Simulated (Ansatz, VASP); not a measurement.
**Two plane-wave programs on Mn**

```xyz
1
Lattice="-1.3937 1.3937 1.3937 1.3937 -1.3937 1.3937 1.3937 1.3937 -1.3937" Properties=species:S:1:pos:R:3 pbc="T T T"
Mn    0.0000    0.0000    0.0000
```

Alike in both runs: functional r2SCAN; k mesh 15 × 15 × 15; occupations fermi-dirac, width 0.05 eV; collinear spin.

Ansatz relaxed the structure, and its values are those at the end. VASP's run is a single point on that final structure, the one shown.

|  | VASP | Ansatz |
| --- | --- | --- |
| version | VASP 6.6.1 | Ansatz 0.2.0 |
| potentials or method | VASP PAW PBE potentials, release 64 (Mn_pv), cutoff 520 eV | plane waves (500 eV) with PAW, scalar-relativistic |
| valence electrons in the cell | 13 | 15 |

|  | VASP | Ansatz | Ansatz less VASP |
| --- | --- | --- | --- |
| pressure (GPa) | 0.3 | 0.0 | -0.35 |
| net moment per atom (μB) | 1.15 | 1.15 | -0.006 |
| size of the moment on the site where the two differ most (μB) | 1.18 | 1.19 | +0.008 |

VASP's potentials were made for PBE, not for r2SCAN. Site moments also hang on the region over which each program counts them. The functional is the same, so the differences come from potentials, cutoffs and numerics. VASP's potentials hold 13 valence electrons a cell and Ansatz's 15, so a difference there can come from the potentials and not from the codes.
